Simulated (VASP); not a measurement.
# LiBiSe2 (R-3m) in VASP: G0W0 quasiparticle levels with PBE

Aim: the G0W0 quasiparticle levels of LiBiSe2 with PBE.

Everything below comes from runs of VASP 6.6.1. Logs are shortened: lines on timing, memory, paths and dates and some standing lists are left out, and cuts for length are marked.

## (1) The cell of the first run

The structure is trigonal, space group R-3m (No. 166). Conventional cell: a = 4.120 Å, b = 4.120 Å, c = 19.840 Å, α = 90.00°, β = 90.00°, γ = 120.00°. Li (site symmetry -3m) has 6 Se at 2.85 Å within 3.8 Å. Bi (site symmetry -3m) has 6 Se at 2.95 Å within 3.9 Å. Within 4.3 Å of Se (site symmetry 3m) lie 3 Li at 2.85 Å and 3 Bi at 2.95 Å and 12 Se at 3.94 to 4.21 Å.

## (2) G0W0 quasiparticle levels, PBE

POSCAR reads:

```
LiBiSe2
1.0
    2.0599089268      1.1892889734      6.6134011414
   -2.0599089268      1.1892889734      6.6134011414
    0.0000000000     -2.3785779468      6.6134011414
Li Bi Se
1 1 2
Direct
    1.0000000000      0.0000000000      0.0000000000
    0.5000000000      0.5000000000      0.5000000000
    0.2543314314      0.2543314314      0.2543314314
    0.7456685686      0.7456685686      0.7456685686
```

INCAR.step1 reads:

```
PREC     = Accurate       # precision mode
ENCUT    = 500            # plane-wave cutoff, eV
EDIFF    = 1E-8           # SCF threshold, eV
ISMEAR   = 0              # smearing method
SIGMA    = 0.01           # smearing width, eV
LREAL    = F              # projectors in reciprocal space
LASPH    = T              # aspherical terms in the spheres
NELM     = 100            # most SCF steps
ALGO     = Normal         # electronic algorithm
LWAVE    = T              # write WAVECAR
LCHARG   = F              # write CHGCAR
GGA      = PE             # functional
```

INCAR.step2 reads:

```
PREC     = Accurate       # precision mode
ENCUT    = 500            # plane-wave cutoff, eV
EDIFF    = 1E-8           # SCF threshold, eV
ISMEAR   = 0              # smearing method
SIGMA    = 0.01           # smearing width, eV
LREAL    = F              # projectors in reciprocal space
LASPH    = T              # aspherical terms in the spheres
NELM     = 1              # most SCF steps
ALGO     = Exact          # electronic algorithm
LWAVE    = T              # write WAVECAR
LCHARG   = F              # write CHGCAR
GGA      = PE             # functional
NBANDS   = 172            # bands
LOPTICS  = T              # frequency-dependent dielectric function
ISTART   = 1
```

INCAR.step3 reads:

```
PREC     = Accurate       # precision mode
ENCUT    = 500            # plane-wave cutoff, eV
EDIFF    = 1E-8           # SCF threshold, eV
ISMEAR   = 0              # smearing method
SIGMA    = 0.01           # smearing width, eV
LREAL    = F              # projectors in reciprocal space
LASPH    = T              # aspherical terms in the spheres
ALGO     = EVGW0          # electronic algorithm
LWAVE    = F              # write WAVECAR
LCHARG   = F              # write CHGCAR
GGA      = PE             # functional
NELMGW   = 1            
NBANDS   = 172            # bands
ENCUTGW  = 80.0           # cutoff of the response function
NOMEGA   = 96             # frequency points
PRECFOCK = Fast         
ISTART   = 1            
NBANDSGW = 23           
OMEGAMAX = 20
```

KPOINTS reads:

```
regular mesh
0
Gamma
  4 4 4
```

Potentials or basis: VASP PAW PBE potentials, release 64 (Li_GW, Bi_d_GW, Se_GW).

Started as:

```bash
> cat potpaw_PBE.64/Li_GW/POTCAR potpaw_PBE.64/Bi_d_GW/POTCAR potpaw_PBE.64/Se_GW/POTCAR > POTCAR
> cp INCAR.step1 INCAR
> mpirun -np 1 vasp_std > vasp.out
> cp INCAR.step2 INCAR
> mpirun -np 1 vasp_std > vasp.out
> cp INCAR.step3 INCAR
> mpirun -np 1 vasp_std > vasp.out
```

OUTCAR:

```text
PREC = Accurate
   ENCUT = 500
   EDIFF = 1E-8
   ISMEAR = 0
   LREAL = F
   LASPH = T
   GGA = PE
   NELMGW = 1
   ENCUTGW = 80.0
   PRECFOCK = Fast
   ISTART = 1

 ion  position               nearest neighbor table
   1  0.000  0.000  0.000-   4 2.85   4 2.85   3 2.85   3 2.85   4 2.85   3 2.85
   2  0.500  0.500  0.500-   3 2.95   3 2.95   4 2.95   4 2.95   3 2.95   4 2.95
   3  0.254  0.254  0.254-   1 2.85   1 2.85   1 2.85   2 2.95   2 2.95   2 2.95
   4  0.746  0.746  0.746-   1 2.85   1 2.85   1 2.85   2 2.95   2 2.95   2 2.95

  LATTYP: Found a trigonal (rhomboedric) cell.
 ALAT       =     7.0281368588
 COS(alpha) =     0.8281911167

  Lattice vectors:

 A1 = (   2.0599089268,   1.1892889734,   6.6134011414)
 A2 = (  -2.0599089268,   1.1892889734,   6.6134011414)
 A3 = (   0.0000000000,  -2.3785779468,   6.6134011414)

Analysis of symmetry for initial positions (statically):
=====================================================================
 Subroutine PRICEL returns:
 Original cell was already a primitive cell.

 Routine SETGRP: Setting up the symmetry group for a
 trigonal (rhombohedral) supercell.

 Subroutine GETGRP returns: Found 12 space group operations
 (whereof 12 operations were pure point group operations)
 out of a pool of 12 trial point group operations.

The static configuration has the point symmetry D_3d.

Analysis of symmetry for dynamics (positions and initial velocities):
=====================================================================
 Subroutine PRICEL returns:
 Original cell was already a primitive cell.

 Routine SETGRP: Setting up the symmetry group for a
 trigonal (rhombohedral) supercell.

 Subroutine GETGRP returns: Found 12 space group operations
 (whereof 12 operations were pure point group operations)
 out of a pool of 12 trial point group operations.

The dynamic configuration has the point symmetry D_3d.

 Subroutine INISYM returns: Found 12 space group operations
 (whereof 12 operations are pure point group operations),
 and found     1 'primitive' translations

----------------------------------------------------------------------------------------

                                     Primitive cell

  volume of cell :      97.2101

  direct lattice vectors                    reciprocal lattice vectors
     2.059908927  1.189288973  6.613401141     0.242729178  0.140139756  0.050402709
    -2.059908927  1.189288973  6.613401141    -0.242729178  0.140139756  0.050402709
     0.000000000 -2.378577947  6.613401141     0.000000000 -0.280279512  0.050402709

  length of vectors
     7.028136859  7.028136859  7.028136859     0.284775417  0.284775417  0.284775417

  position of ions in fractional coordinates (direct lattice)
     0.000000000  0.000000000  0.000000000
     0.500000000  0.500000000  0.500000000
     0.254331431  0.254331431  0.254331431
     0.745668569  0.745668569  0.745668569

  ion indices of the primitive-cell ions
   primitive index   ion index
                 1           1
                 2           2
                 3           3
                 4           4

----------------------------------------------------------------------------------------

 KPOINTS: regular mesh

Automatic generation of k-mesh.
 Grid dimensions read from file:
 generate k-points for:    4    4    4

 Generating k-lattice:

  Cartesian coordinates                     Fractional coordinates (reciprocal lattice)
     0.060682294  0.035034939  0.012600677     0.250000000 -0.000000000  0.000000000
    -0.060682294  0.035034939  0.012600677    -0.000000000  0.250000000  0.000000000
     0.000000000 -0.070069878  0.012600677     0.000000000  0.000000000  0.250000000

  Length of vectors
     0.071193854  0.071193854  0.071193854

  Shift w.r.t. Gamma in fractional coordinates (k-lattice)
     0.000000000  0.000000000  0.000000000

 Subroutine IBZKPT returns following result:
 ===========================================

 Found     13 irreducible k-points:

 Following reciprocal coordinates:
            Coordinates               Weight
  0.000000  0.000000  0.000000      1.000000
  0.250000 -0.000000  0.000000      6.000000
  0.500000 -0.000000  0.000000      3.000000
  0.250000  0.250000  0.000000      6.000000
  0.500000  0.250000 -0.000000     12.000000
 -0.250000  0.250000  0.000000      6.000000
  0.500000  0.500000  0.000000      3.000000
  0.250000  0.250000  0.250000      2.000000
  0.500000  0.250000  0.250000      6.000000
 -0.250000  0.250000  0.250000      6.000000
  0.500000  0.500000  0.250000      6.000000
 -0.250000  0.500000  0.250000      6.000000
  0.500000  0.500000  0.500000      1.000000
   k-points           NKPTS =     13   k-points in BZ     NKDIM =     64   number of bands    NBANDS=    172
   number of dos      NEDOS =    301   number of ions     NIONS =      4
   total plane-waves  NPLWV = 157464
   dimension x,y,z NGX =    54 NGY =   54 NGZ =   54
   dimension x,y,z NGXF=   108 NGYF=  108 NGZF=  108
   ions per type =               1   1   2
   NGX,Y,Z   is equivalent  to a cutoff of  12.77, 12.77, 12.77 a.u.
   NGXF,Y,Z  is equivalent  to a cutoff of  25.55, 25.55, 25.55 a.u.
 SYSTEM =  unknown system
   PREC   = accura    normal or accurate (medium, high low for compatibility)
   ISTART =      1    job   : 0-new  1-cont  2-samecut
   ICHARG =      0    charge: 1-file 2-atom 10-const
   ISPIN  =      1    spin polarized calculation?
   LNONCOLLINEAR =      F non collinear calculations
   LSORBIT =      F    spin-orbit coupling
   LASPH  =      T    aspherical Exc in radial PAW
   ENCUT  =  500.0 eV  36.75 Ry    6.06 a.u.  12.81 12.81 12.81*2*pi/ulx,y,z
   NELM   =     60;   NELMIN=  2; NELMDL=  0     # of ELM steps
   EDIFF  = 0.1E-07   stopping-criterion for ELM
   LREAL  =      F    real-space projection
   EDIFFG = 0.1E-06   stopping-criterion for IOM
   NSW    =      0    number of steps for IOM
   IBRION =     -1    ionic relax: 0-MD 1-quasi-New 2-CG
   NFREE  =      0    steps in history (QN), initial steepest desc. (CG)
   ISIF   =      0    stress and relaxation
   ISYM   =      3    0-nonsym 1-usesym 2-fastsym
   POTIM  = 0.5000    time-step for ionic-motion
   TEBEG  =    0.0;   TEEND  =   0.0 temperature during run
   PSTRESS=    0.0 pullay stress
   NELECT =      30.0000    total number of electrons
   NUPDOWN=      -1.0000    fix difference up-down
   EMIN   =  10.00;   EMAX   =-10.00  energy-range for DOS
   EFERMI =   0.00;   METHOD = LEGACY
   ISMEAR =     0;   SIGMA  =   0.01  broadening in eV -4-tet -1-fermi 0-gaus
   EFERMI_NEDOS =   21; number of points for ismear=-14 and -15
   IALGO  =     38    algorithm
   IMIX   =      4    mixing-type and parameters
     AMIX     =   0.40;   BMIX     =  1.00
     AMIX_MAG =   1.60;   BMIX_MAG =  1.00
  volume/ion in A,a.u.               =      24.30       164.00
  Fermi-wavevector in a.u.,A,eV,Ry     =   1.106313  2.090629 16.652562  1.223929
  Thomas-Fermi vector in A             =   2.242812
   LORBIT       =      0    0 simple, 1 ext, 2 COOP (PROOUT), +10 PAW based schemes
   GGA     = PE    functional components
   LHFCALC =     T    Hartree Fock is set to
   PRECFOCK=fast      Normal, Fast or Accurate (Low or Medium for compatibility)
   ENCUT4O =  -1.0   cutoff for four orbital integrals eV
   NKREDX  =     1    reduce k-point grid by
   NKREDY  =     1    reduce k-point grid by
   NKREDZ  =     1    reduce k-point grid by
   AEXX    =    1.0000 exact exchange contribution
   HFSCREEN=    0.0000 screening length (either q_TF or 0.3 A-1)
   HFSCREENC=   0.0000 screening length for correlation (either q_TF or 0.3 A-1)
   ENCUTFOCK=  -1.0 apply spherical cutoff to Coloumb kernel
   IVDW    =     0    specifies the selected vdW correction
   LEPSILON=     F    determine dielectric tensor
   LRPA    =     F    only Hartree local field effects (RPA)
   LRPAFORCE           =     F    calculate RPA forces
   ENCUTGW             =  80.0    cutoff for response function in eV
   ENCUTGWSOFT         =  64.0    soft cutoff for Coulomb kernel in GW response function in eV
   ENCUTLF             =  -1.0    cutoff for local field effects
   NELMGW              =     1    number of iterations in solving QP/BSE equation
   NELMHF              =     1    number of iterations in the inner HF iteration
   NKREDLFX            =     1    NKREDLFY  =   1   NKREDLFZ  =   1
 non-spin polarized calculation
 Gauss-broadening in eV      SIGMA  =   0.01
  energy-cutoff  :      500.00
  volume of cell :       97.21
 maximum number of plane-waves:      2490
 NGX is ok and might be reduce to    54
  NGX = 28; NGY = 28; NGZ = 28
   NGX = 25   NGY = 25   NGZ = 25
 maximum number of plane-waves:       164
 NGX is ok and might be reduce to    24

 QP shifts <psi_nk| G(iteration)W_0 |psi_nk>: iteration 1
 for sc-GW calculations column KS-energies equals QP-energies in previous step
 and V_xc(KS)=  KS-energies - (<T + V_ion + V_H > + <T+V_H+V_ion>^1  + <V_x>^1)

 k-point   1 :       0.0000    0.0000    0.0000
  band No.  KS-energies  QP-energies   sigma(KS)   V_xc(KS)     V^pw_x(r,r')   Z            occupation Imag(sigma)

      1    -151.1160    -162.7931     -30.1836     -13.1173     -38.0654       0.6842       2.0000       0.1309
      2     -20.5688     -22.6028     -21.1460     -18.1811     -27.0094       0.6860       2.0000       0.2078
      3     -20.5688     -22.6028     -21.1460     -18.1811     -27.0094       0.6860       2.0000       0.2078
      4     -20.5688     -22.6028     -21.1460     -18.1811     -27.0094       0.6860       2.0000       0.2078
      5     -20.5539     -22.6194     -21.1718     -18.2017     -27.0310       0.6954       2.0000       0.2078
      6     -20.5539     -22.6194     -21.1718     -18.2017     -27.0310       0.6954       2.0000       0.2078
[... 15 lines left out ...]
     22       9.5830       9.7875      -8.5990      -8.8787      -3.7178       0.7311       0.0000      -0.2265
     23       9.6277       9.7135      -8.8009      -8.9136      -4.2493       0.7607       0.0000      -0.1638

 k-point   2 :       0.2500   -0.0000    0.0000
  band No.  KS-energies  QP-energies   sigma(KS)   V_xc(KS)     V^pw_x(r,r')   Z            occupation Imag(sigma)

      1    -151.1160    -162.7901     -30.1836     -13.1174     -38.0654       0.6840       2.0000       0.1309
      2     -20.5768     -22.6228     -21.1385     -18.1754     -27.0449       0.6905       2.0000       0.2380
      3     -20.5632     -22.5954     -21.1452     -18.1856     -26.9998       0.6866       2.0000       0.2053
      4     -20.5579     -22.6113     -21.1674     -18.1967     -27.0320       0.6912       2.0000       0.2143
      5     -20.5579     -22.6113     -21.1674     -18.1967     -27.0320       0.6912       2.0000       0.2143
      6     -20.5523     -22.6008     -21.1556     -18.1954     -26.9919       0.6920       2.0000       0.1894
[... 15 lines left out ...]
     22       9.7189       9.8560      -8.2770      -8.4594      -3.5914       0.7516       0.0000      -0.1912
     23       9.8141      10.0483      -9.1538      -9.4726      -4.3708       0.7344       0.0000      -0.2053
[... 268 lines left out ...]
     22       9.6971       9.8918      -8.3720      -8.6315      -3.7291       0.7501       0.0000      -0.1803
     23      10.7575      10.9882      -9.4930      -9.8133      -4.2859       0.7205       0.0000      -0.3469

 k-point  13 :       0.5000    0.5000    0.5000
  band No.  KS-energies  QP-energies   sigma(KS)   V_xc(KS)     V^pw_x(r,r')   Z            occupation Imag(sigma)

      1    -151.1161    -162.6799     -30.1833     -13.1176     -38.0651       0.6776       2.0000       0.1309
      2     -20.5688     -22.6093     -21.1455     -18.1812     -27.0088       0.6883       2.0000       0.2077
      3     -20.5688     -22.6093     -21.1455     -18.1812     -27.0088       0.6883       2.0000       0.2077
      4     -20.5688     -22.6093     -21.1455     -18.1812     -27.0088       0.6883       2.0000       0.2077
      5     -20.5539     -22.6116     -21.1705     -18.2017     -27.0301       0.6931       2.0000       0.2078
      6     -20.5539     -22.6116     -21.1705     -18.2017     -27.0301       0.6931       2.0000       0.2078
[... 15 lines left out ...]
     22       9.8658       9.9795      -8.4467      -8.5948      -3.5722       0.7676       0.0000      -0.2422
     23       9.9298      10.0635      -8.4263      -8.6050      -3.6317       0.7481       0.0000      -0.1954
```

It took 33 min on 1 thread of Intel Xeon 6975P-C (Granite Rapids), shared host; peak memory 2 GiB.

What came out:

| Quantity | Value |
| --- | --- |
| Quasiparticle gap | 1.47 eV |
| Least direct quasiparticle gap | 1.47 eV |
| Band gap of the starting levels on the mesh | 1.04 eV |
| Least direct gap of the starting levels on the mesh | 1.04 eV |

Caveat: the k points lie up to 0.45 Å⁻¹ apart; bands, screening cutoff and mesh are small and nothing is extrapolated, so the quasiparticle values aren't converged; spin-orbit coupling is left out, which moves the levels of the heavy elements.
